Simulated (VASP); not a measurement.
The system is Cd.

```
Cd
1.0
     2.24457    1.29590    1.47410
    -2.24457    1.29590    1.47410
     0.00000   -2.59180    1.47410
Cd
1
Direct
  0.50000 0.50000 0.50000
```

```yaml
Program: VASP 6.6.1
Task: relaxation of cell and atoms
Functional: PBE
Potentials_or_basis: VASP PAW PBE potentials, release 64 (Cd)
Cutoff: 600 eV
k_mesh: 18 × 18 × 18
Occupations: gaussian, width 0.1 eV
Spin: no spin polarisation
```

At the start: pressure 0.7 GPa; volume 25.73 Å³/atom.

Question: Where does the relaxation end?

Answer: Over 23 steps the energy falls by 49.7 meV/atom and the volume is 23.55 Å³/atom (-8.5 %); space group R-3m (No. 166, to 0.05 Å).

Step by step:
```tsv
step	energy change (eV)	largest force (eV/Å)	pressure (GPa)	volume (Å³)
1	0.0000	0.0000	0.74	25.73
2	-0.0031	0.0000	0.06	26.17
3	-0.0042	0.0000	-0.72	26.76
4	-0.0067	0.0000	-0.90	26.75
5	-0.0141	0.0000	-1.17	26.69
6	-0.0296	0.0000	-1.95	26.43
7	-0.0380	0.0000	-2.06	25.32
8	-0.0375	0.0000	-2.37	25.84
9	-0.0402	0.0000	-2.21	25.59
10	-0.0435	0.0000	-1.84	25.15
11	-0.0478	0.0000	-0.96	24.25
12	-0.0410	0.0000	2.23	22.36
13	-0.0491	0.0000	-0.53	23.91
14	-0.0491	0.0000	0.62	23.15
15	-0.0494	0.0000	0.22	23.43
16	-0.0495	0.0000	-0.03	23.58
17	-0.0495	0.0000	-0.29	23.75
18	-0.0495	0.0000	-0.12	23.63
19	-0.0495	0.0000	-0.20	23.69
20	-0.0496	0.0000	-0.21	23.69
21	-0.0496	0.0000	-0.21	23.69
22	-0.0497	0.0000	-0.13	23.63
23	-0.0497	0.0000	-0.01	23.55
```

Final structure:
```
Cd
1.0
     2.53824    1.46545    1.05517
    -2.53824    1.46545    1.05517
     0.00000   -2.93090    1.05517
Cd
1
Direct
  0.50000 0.50000 0.50000
```
